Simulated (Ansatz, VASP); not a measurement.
## LiNb2O6: VASP beside Ansatz

```
Li Nb O
1.0
     2.61077    1.50733    4.65286
    -2.61077    1.50733    4.65286
     0.00000   -3.01465    4.65286
Li Nb O
1 2 6
Cartesian
  0.0000 0.0000 3.9122
  0.0000 0.0000 -0.1420
  0.0000 0.0000 6.9731
  -0.3881 -1.4615 5.5485
  1.4598 0.3946 5.5485
  -1.0716 1.0669 5.5485
  -1.6477 -0.1756 7.9085
  0.6718 1.5148 7.9085
  0.9759 -1.3392 7.9085
```

Alike in both runs: functional PBE; dispersion D3(BJ); k mesh 6 × 6 × 6; occupations gaussian, width 0.1 eV; no spin polarisation.

Ansatz relaxed the structure, and its values are those at the end. VASP's run is a single point on that final structure, the one shown.

|  | VASP | Ansatz |
| --- | --- | --- |
| version | VASP 6.6.1 | Ansatz 0.2.0 |
| potentials or method | VASP PAW PBE potentials, release 64 (Li_sv, Nb_sv, O), cutoff 520 eV | scalar-relativistic, plane waves, PAW |
| valence electrons in the cell | 65 | 65 |

|  | VASP | Ansatz | Ansatz less VASP |
| --- | --- | --- | --- |
| gap on the k mesh at the Fermi level (eV) | none | none | - |
| rms of the force components (eV/Å) | 0.013 | 0.007 | -0.0060 |

A gap of «none» marks a metal or a gap that the smearing closes.

Noted on VASP's run: the cutoff is under 1.25 times that of the potentials, so the pressure is a little rough.
